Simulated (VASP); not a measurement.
Ge3Pd:

```
Pd Ge
1.0
     4.14202    0.00000    0.00000
     0.00000    4.14202    0.00000
     0.00000    0.00000    4.14202
Pd Ge
1 3
Cartesian
  0.0000 0.0000 0.0000
  2.0710 2.0710 0.0000
  2.0710 0.0000 2.0710
  0.0000 2.0710 2.0710
```

Base run:

- Program: VASP 6.6.1
- Functional: PBEsol
- Potentials or basis: VASP PAW PBE potentials, release 64 (Pd, Ge_d)
- Cutoff: 520 eV
- k mesh: 7 × 7 × 7
- Occupations: fermi-dirac, width 0.05 eV
- Spin: no spin polarisation

Its results: band gap on the k mesh zero (band 26 reaches 7.51 eV, above the bottom of band 27 at 5.98 eV); pressure -4.6 GPa.

Task: The run is repeated on the same cell with these changes: functional from PBEsol to PBE. What comes out?

Result: Band gap on the k mesh zero (band 26 reaches 7.67 eV, above the bottom of band 27 at 6.13 eV); pressure -0.1 GPa.

PBE binds less tightly than PBEsol, so the same cell stands under more pressure.

Caveats: the PAW data sets were made with another functional, which shifts forces and pressure a little (some runs).
